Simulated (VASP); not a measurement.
A run of VASP 6.6.1 is set up as follows.

Contents of INCAR:

```
  ALGO = Normal
  EDIFF = 1E-7
  ENCUT = 520
  GGA = PE
  ISIF = 2
  ISMEAR = 0
  LASPH = T
  LCHARG = F
  LREAL = F
  LWAVE = F
  NBANDS = 32
  NELM = 80
  PREC = Accurate
  SIGMA = 0.1
```

File KPOINTS:

```
k-points
0
Gamma
  6 6 2
```

File POSCAR:

```
Hf2TiN3
1.0
    3.1639878000      0.0000000000      0.0000000000
   -1.5819939000      2.7400938000      0.0000000000
    0.0000000000      0.0000000000      7.6736894000
Hf Ti N
2 1 3
Direct
    0.3333333000      0.6666667000      0.6757570000
    0.6666667000      0.3333333000      0.3242430000
    0.0000000000      0.0000000000      0.0000000000
    0.6666667000      0.3333333000      0.8422610000
    0.0000000000      0.0000000000      0.5000000000
    0.3333333000      0.6666667000      0.1577390000
```

Potentials or basis: VASP PAW PBE potentials, release 64 (Hf_pv, Ti_sv, N).

Launch:

```console
$ cat potpaw_PBE.64/Hf_pv/POTCAR potpaw_PBE.64/Ti_sv/POTCAR potpaw_PBE.64/N/POTCAR > POTCAR
$ mpirun -np 1 vasp_std > vasp.out
```

(1) What does it give for the largest force?

(2) Estimate the pressure.

Answers

(1) 0.225 eV/Å.

(2) -1.6 GPa.

Caveat: the k points lie up to 0.41 Å⁻¹ apart.
